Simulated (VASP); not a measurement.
# LiF: electric field gradients with LDA

LiF:

```xyz
2
Lattice="0.0000 1.9799 1.9799 1.9799 0.0000 1.9799 1.9799 1.9799 0.0000" Properties=species:S:1:pos:R:3 pbc="T T T"
Li    0.0000    0.0000    0.0000
F     1.9799    1.9799    1.9799
```

This cell differs from its parent crystal: volume scaled by 0.95.

| Property | Result |
| --- | --- |
| Program | VASP 6.6.1 |
| Task | electric field gradients |
| Functional | LDA |
| Potentials or basis | VASP PAW LDA potentials, release 64 (Li_sv, F) |
| Cutoff | 520 eV |
| k mesh | 10 × 10 × 10 |
| Occupations | fermi-dirac, width 0.03 eV |
| Spin | no spin polarisation |
| Dipole correction | no |
| Further INCAR settings | ALGO = Normal; EDIFF = 1e-08; NBANDS = 12 |

```
Band gap on the k mesh : 9.31 eV, direct
```

Levels at points of the mesh, in eV from the valence-band top:
```tsv
k point	band 3	band 4	band 5	band 6	band 7	band 8
(0.00, 0.00, 0.00)	0.00	0.00	0.00	9.31	24.12	24.12
(0.50, 0.00, 0.00)	-2.74	-0.25	-0.25	10.64	16.99	18.81
(0.50, 0.50, 0.00)	-3.35	-1.11	-1.11	14.90	16.26	17.76
```

Wall time 18 s on 1 thread of AMD EPYC 7R43 64-Core Processor (Zen 3), with other jobs on the host, peak memory 0.08 GiB.

Caveat: without QUAD_EFG the Cq values of the log hold for a quadrupole moment of 1 mb, not for the nuclei. A k mesh can miss the band edges.
